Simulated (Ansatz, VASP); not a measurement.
**NaAl2Rh3: VASP beside Ansatz**

```
Na Al Rh
1.0
     5.06569    0.00000    0.00000
    -2.53284    4.38701    0.00000
     0.00000    0.00000    4.09233
Na Al Rh
1 2 3
Cartesian
  0.0000 0.0000 0.0000
  0.0000 2.9247 0.0000
  2.5328 1.4623 0.0000
  2.5328 0.0000 2.0462
  -1.2664 2.1935 2.0462
  1.2664 2.1935 2.0462
```

Change from the starting cell: species swapped into the LaCu3Ni2 type (P6/mmm, No. 191).

Alike in both runs: task single point; functional PBE; k mesh 6 × 6 × 4; occupations gaussian, width 0.1 eV; no spin polarisation.

|  | VASP | Ansatz |
| --- | --- | --- |
| version | VASP 6.6.1 | Ansatz 0.2.0 |
| potentials or method | VASP PAW PBE potentials, release 64 (Na_pv, Al, Rh_pv), cutoff 520 eV | scalar-relativistic, plane waves, PAW |
| valence electrons in the cell | 58 | 66 |

|  | VASP | Ansatz | Ansatz less VASP |
| --- | --- | --- | --- |
| gap on the k mesh at the Fermi level (eV) | none | none | - |
| pressure (GPa) | 18.6 | 18.6 | -0.05 |
| traceless stress, the component that is largest in VASP (GPa) | -16.77 | -16.78 | -0.014 |

A gap of «none» marks a metal or a gap that the smearing closes. With one functional, cell and mesh, what is left measures potentials, basis and numerics. VASP's potentials hold 58 valence electrons a cell and Ansatz's 66, so a difference there can come from the potentials and not from the codes.

The k mesh is coarse, so the values compare programs but aren't converged.
